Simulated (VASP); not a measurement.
# N (P2_13) in VASP: a series of runs, part 2 of 2

VASP 6.6.1.

## (3) Molecular dynamics, PBE+D3(BJ)

INCAR reads:

```
SYSTEM = N
ALGO = Normal
EDIFF = 1E-5
ENCUT = 520
GGA = PE
IBRION = 0
ISIF = 2
ISMEAR = -1
ISYM = 0
IVDW = 12
LASPH = .TRUE.
LCHARG = .FALSE.
LREAL = Auto
LWAVE = .FALSE.
MDALGO = 2
NELM = 100
NELMIN = 4
NSW = 40
POTIM = 2.0
PREC = Accurate
RANDOM_SEED = 5785 0 0
SIGMA = 0.02
SMASS = 0
TEBEG = 200.0
TEEND = 200.0
```

KPOINTS reads:

```
Automatic mesh
0
Gamma
  2 2 2
  0.5 0.5 0.5
```

POSCAR reads:

```
N
1.0
   -5.8151017200      5.8151017200      0.0000000000
    0.0000000000      5.8151017200     -5.8151017200
   -5.8151017200      0.0000000000     -5.8151017200
N
16
Direct
    0.5319507200      0.5319507200      0.4041478400
    0.0319507200      0.0319507200      0.9041478400
    0.0319507200      0.9041478400      0.5319507200
    0.5319507200      0.4041478400      0.0319507200
    0.9041478400      0.5319507200      0.5319507200
    0.4041478400      0.0319507200      0.0319507200
    0.5319507200      0.0319507200      0.5319507200
    0.0319507200      0.5319507200      0.0319507200
    0.9770694300      0.9770694300      0.0687917100
    0.4770694300      0.4770694300      0.5687917100
    0.4770694300      0.5687917100      0.9770694300
    0.9770694300      0.0687917100      0.4770694300
    0.5687917100      0.9770694300      0.9770694300
    0.0687917100      0.4770694300      0.4770694300
    0.9770694300      0.4770694300      0.9770694300
    0.4770694300      0.9770694300      0.4770694300
```

Potentials or basis: VASP PAW PBE potentials, release 64 (N).

Run with:

```console
cat potpaw_PBE.64/N/POTCAR > POTCAR
mpirun -np 1 vasp_std > vasp.out
```

OUTCAR:

```text
SYSTEM = N
   EDIFF = 1E-5
   ENCUT = 520
   GGA = PE
   IBRION = 0
   ISIF = 2
   ISMEAR = -1
   ISYM = 0
   IVDW = 12
   LASPH = .TRUE.
   LREAL = Auto
   NELM = 100
   NELMIN = 4
   NSW = 40
   POTIM = 2.0
   PREC = Accurate
   TEBEG = 200.0
 IVDW          = 12

 ion  position               nearest neighbor table
   1  0.532  0.532  0.404-  10 1.11
   2  0.032  0.032  0.904-   9 1.11
   3  0.032  0.904  0.532-  12 1.11
   4  0.532  0.404  0.032-  11 1.11
   5  0.904  0.532  0.532-  14 1.11
   6  0.404  0.032  0.032-  13 1.11
[... 8 lines left out ...]
  15  0.977  0.477  0.977-   8 1.11
  16  0.477  0.977  0.477-   7 1.11

IMPORTANT INFORMATION: All symmetrisations will be switched off!
NOSYMM: (Re-)initialisation of all symmetry stuff for point group C_1.

----------------------------------------------------------------------------------------

                                     Primitive cell

  volume of cell :     393.2801

  direct lattice vectors                    reciprocal lattice vectors
    -5.815101720  5.815101720  0.000000000    -0.085983019  0.085983019  0.085983019
     0.000000000  5.815101720 -5.815101720     0.085983019  0.085983019 -0.085983019
    -5.815101720  0.000000000 -5.815101720    -0.085983019 -0.085983019 -0.085983019

  length of vectors
     8.223795719  8.223795719  8.223795719     0.148926957  0.148926957  0.148926957

  position of ions in fractional coordinates (direct lattice)
     0.531950720  0.531950720  0.404147840
     0.031950720  0.031950720  0.904147840
     0.031950720  0.904147840  0.531950720
     0.531950720  0.404147840  0.031950720
     0.904147840  0.531950720  0.531950720
     0.404147840  0.031950720  0.031950720
[... 8 lines left out ...]
     0.977069430  0.477069430  0.977069430
     0.477069430  0.977069430  0.477069430

  ion indices of the primitive-cell ions
   primitive index   ion index
                 1           1
                 2           2
                 3           3
                 4           4
                 5           5
                 6           6
[... 8 lines left out ...]
                15          15
                16          16

----------------------------------------------------------------------------------------

 KPOINTS: Automatic mesh

Automatic generation of k-mesh.
 Grid dimensions read from file:
 generate k-points for:    2    2    2

 Generating k-lattice:

  Cartesian coordinates                     Fractional coordinates (reciprocal lattice)
    -0.042991509  0.042991509  0.042991509     0.500000000  0.000000000  0.000000000
     0.042991509  0.042991509 -0.042991509     0.000000000  0.500000000  0.000000000
    -0.042991509 -0.042991509 -0.042991509     0.000000000  0.000000000  0.500000000

  Length of vectors
     0.074463478  0.074463478  0.074463478

  Shift w.r.t. Gamma in fractional coordinates (k-lattice)
     0.500000000  0.500000000  0.500000000

 Subroutine IBZKPT returns following result:
 ===========================================

 Found     16 irreducible k-points:

 Following reciprocal coordinates:
            Coordinates               Weight
  0.250000  0.250000  0.250000      2.000000
  0.250000  0.000000  0.000000      2.000000
  0.000000  0.000000 -0.250000      2.000000
  0.000000  0.250000  0.000000      2.000000
 -0.250000  0.250000  0.250000      2.000000
  0.250000 -0.250000  0.250000      2.000000
[... 8 lines left out ...]
  0.000000  0.250000  0.500000      2.000000
  0.500000  0.250000  0.000000      2.000000
   k-points           NKPTS =     16   k-points in BZ     NKDIM =     16   number of bands    NBANDS=     49
   number of dos      NEDOS =    301   number of ions     NIONS =     16
   total plane-waves  NPLWV = 262144
   dimension x,y,z NGX =    64 NGY =   64 NGZ =   64
   dimension x,y,z NGXF=   128 NGYF=  128 NGZF=  128
   ions per type =              16
   NGX,Y,Z   is equivalent  to a cutoff of  12.94, 12.94, 12.94 a.u.
   NGXF,Y,Z  is equivalent  to a cutoff of  25.88, 25.88, 25.88 a.u.
 SYSTEM =  N
   PREC   = accura    normal or accurate (medium, high low for compatibility)
   ISTART =      0    job   : 0-new  1-cont  2-samecut
   ICHARG =      2    charge: 1-file 2-atom 10-const
   ISPIN  =      1    spin polarized calculation?
   LNONCOLLINEAR =      F non collinear calculations
   LSORBIT =      F    spin-orbit coupling
   LASPH  =      T    aspherical Exc in radial PAW
   ENCUT  =  520.0 eV  38.22 Ry    6.18 a.u.  15.29 15.29 15.29*2*pi/ulx,y,z
   NELM   =    100;   NELMIN=  4; NELMDL= -5     # of ELM steps
   EDIFF  = 0.1E-04   stopping-criterion for ELM
   LREAL  =      T    real-space projection
   EDIFFG = 0.1E-03   stopping-criterion for IOM
   NSW    =     40    number of steps for IOM
   IBRION =      0    ionic relax: 0-MD 1-quasi-New 2-CG
   NFREE  =      0    steps in history (QN), initial steepest desc. (CG)
   ISIF   =      2    stress and relaxation
   ISYM   =      0    0-nonsym 1-usesym 2-fastsym
   POTIM  = 2.0000    time-step for ionic-motion
   TEBEG  =  200.0;   TEEND  = 200.0 temperature during run
   PSTRESS=    0.0 pullay stress
   NELECT =      80.0000    total number of electrons
   NUPDOWN=      -1.0000    fix difference up-down
   EMIN   =  10.00;   EMAX   =-10.00  energy-range for DOS
   EFERMI =   0.00;   METHOD = LEGACY
   ISMEAR =    -1;   SIGMA  =   0.02  broadening in eV -4-tet -1-fermi 0-gaus
   EFERMI_NEDOS =   21; number of points for ismear=-14 and -15
   IALGO  =     38    algorithm
   IMIX   =      4    mixing-type and parameters
     AMIX     =   0.40;   BMIX     =  1.00
     AMIX_MAG =   1.60;   BMIX_MAG =  1.00
  volume/ion in A,a.u.               =      24.58       165.87
  Fermi-wavevector in a.u.,A,eV,Ry     =   0.962803  1.819434 12.612464  0.926990
  Thomas-Fermi vector in A             =   2.092294
   LORBIT       =      0    0 simple, 1 ext, 2 COOP (PROOUT), +10 PAW based schemes
   GGA     = PE    functional components
   LHFCALC =     F    Hartree Fock is set to
   AEXX    =    0.0000 exact exchange contribution
   IVDW    =    12    specifies the selected vdW correction
   LEPSILON=     F    determine dielectric tensor
   LRPA    =     F    only Hartree local field effects (RPA)
 molecular dynamics for ions
 non-spin polarized calculation
  energy-cutoff  :      520.00
  volume of cell :      393.28
 maximum number of plane-waves:     10594
 NGX is ok and might be reduce to    64
   NGX = 31   NGY = 31   NGZ = 31

--------------------------------------- Ionic step        1  -------------------------------------------

 number of electron      79.9999997 magnetization

 Free energy of the ion-electron system (eV)
  ---------------------------------------------------
  ext. energy  EPLUGINS =         0.00000000
  ---------------------------------------------------
  free energy    TOTEN  =      -133.33888776 eV

  energy without entropy =     -133.33888776  energy(sigma->0) =     -133.33888776

------------------------ aborting loop because EDIFF is reached ----------------------------------------

 Edisp (eV)   -0.77220

 E8    (eV) :    -0.1797
[... 173 lines left out ...]
  ENERGY OF THE ELECTRON-ION-THERMOSTAT SYSTEM (eV)
  ---------------------------------------------------
% ion-electron   TOTEN  =      -134.092047  see above
  kinetic energy EKIN   =         0.371798
  kin. lattice  EKIN_LAT=         0.000000  (temperature  191.76 K)
  nose potential ES     =         0.000446
  nose kinetic   EPS    =         0.000003
  ---------------------------------------------------
  total energy   ETOTAL =      -133.719800 eV

[... ionic steps 4 to 37 ...]

--------------------------------------- Ionic step       38  -------------------------------------------

 number of electron      80.0000000 magnetization

------------------------ aborting loop because EDIFF is reached ----------------------------------------
[... 123 lines left out ...]
--------------------------------------- Ionic step       40  -------------------------------------------

 number of electron      80.0000000 magnetization

 Free energy of the ion-electron system (eV)
  ---------------------------------------------------
  ext. energy  EPLUGINS =         0.00000000
  ---------------------------------------------------
  free energy    TOTEN  =      -133.20297332 eV

  energy without entropy =     -133.20297332  energy(sigma->0) =     -133.20297332

 E-fermi :  -6.0670     XC(G=0):  -6.1218

 val. band max:       -6.5735790372   @ k =   0.2500   0.0000   0.0000
 cond. band min:       0.5319236780   @ k =   0.2500   0.2500   0.2500
 fundamental gap:      7.1055027152
 Fermi energy:        -6.0670385204

 k-point     1 :       0.2500    0.2500    0.2500
  band No.  band energies     occupation
      1     -25.3185      2.00000
      2     -25.2360      2.00000
      3     -25.2125      2.00000
      4     -25.1545      2.00000
      5     -25.0042      2.00000
      6     -24.9890      2.00000
[... 874 lines left out ...]
  ENERGY OF THE ELECTRON-ION-THERMOSTAT SYSTEM (eV)
  ---------------------------------------------------
% ion-electron   TOTEN  =      -133.978355  see above
  kinetic energy EKIN   =         0.379542
  kin. lattice  EKIN_LAT=         0.000000  (temperature  195.75 K)
  nose potential ES     =        -0.124898
  nose kinetic   EPS    =         0.002380
  ---------------------------------------------------
  total energy   ETOTAL =      -133.721331 eV
```

It took 2.2 h on 1 thread of Intel Xeon Platinum 8488C (Sapphire Rapids), shared host; peak memory 0.99 GiB.

What came out:

| Item | Value |
| --- | --- |
| Dispersion energy per atom | -0.048 eV |

The path:
```csv
step,potential energy change (eV),largest force (eV/Å),pressure (GPa),volume (Å³),temperature (K)
1,0.0000,1.1316,0.99,393.28,202
2,0.0046,2.8277,0.16,393.28,198
3,0.0190,2.3119,-1.13,393.28,192
4,0.0133,1.7639,-1.84,393.28,194
5,0.0051,2.4565,-1.36,393.28,197
6,0.0174,2.3977,-0.07,393.28,192
7,0.0144,2.2413,0.92,393.28,194
8,0.0002,1.9908,0.79,393.28,199
9,0.0158,2.7966,-0.31,393.28,193
10,0.0239,2.3067,-1.50,393.28,189
11,0.0147,1.5070,-1.78,393.28,193
12,0.0152,2.6711,-0.91,393.28,192
13,0.0291,2.5290,0.40,393.28,187
14,0.0161,1.6395,1.03,393.28,193
15,0.0144,2.6096,0.48,393.28,194
16,0.0333,2.3806,-0.78,393.28,186
17,0.0342,2.0635,-1.72,393.28,186
18,0.0261,2.1596,-1.56,393.28,190
19,0.0367,2.6258,-0.39,393.28,187
20,0.0439,2.4884,0.79,393.28,185
21,0.0283,1.4055,0.99,393.28,193
22,0.0407,2.9001,0.08,393.28,189
23,0.0563,2.3659,-1.20,393.28,184
24,0.0516,1.5988,-1.79,393.28,187
25,0.0493,2.5980,-1.19,393.28,190
26,0.0666,2.4170,0.16,393.28,185
27,0.0623,2.1230,1.07,393.28,189
28,0.0540,2.2544,0.81,393.28,195
29,0.0756,2.8122,-0.37,393.28,188
30,0.0840,2.3346,-1.53,393.28,187
31,0.0769,1.7827,-1.69,393.28,192
32,0.0844,2.8031,-0.68,393.28,192
33,0.1007,2.6842,0.67,393.28,189
34,0.0864,1.4723,1.19,393.28,197
35,0.0921,2.8678,0.51,393.28,198
36,0.1148,2.3887,-0.83,393.28,191
37,0.1153,2.0595,-1.73,393.28,194
38,0.1098,2.4449,-1.42,393.28,199
39,0.1270,2.7472,-0.11,393.28,195
40,0.1327,2.5837,1.08,393.28,196
```

Caveat: the k points lie up to 0.47 Å⁻¹ apart; the cell differs from its parent crystal (dynamics (nvt nose hoover) at 200 K, volume x 1.0, from the last frame before); the standard files for N, O and F lose accuracy on very short bonds.
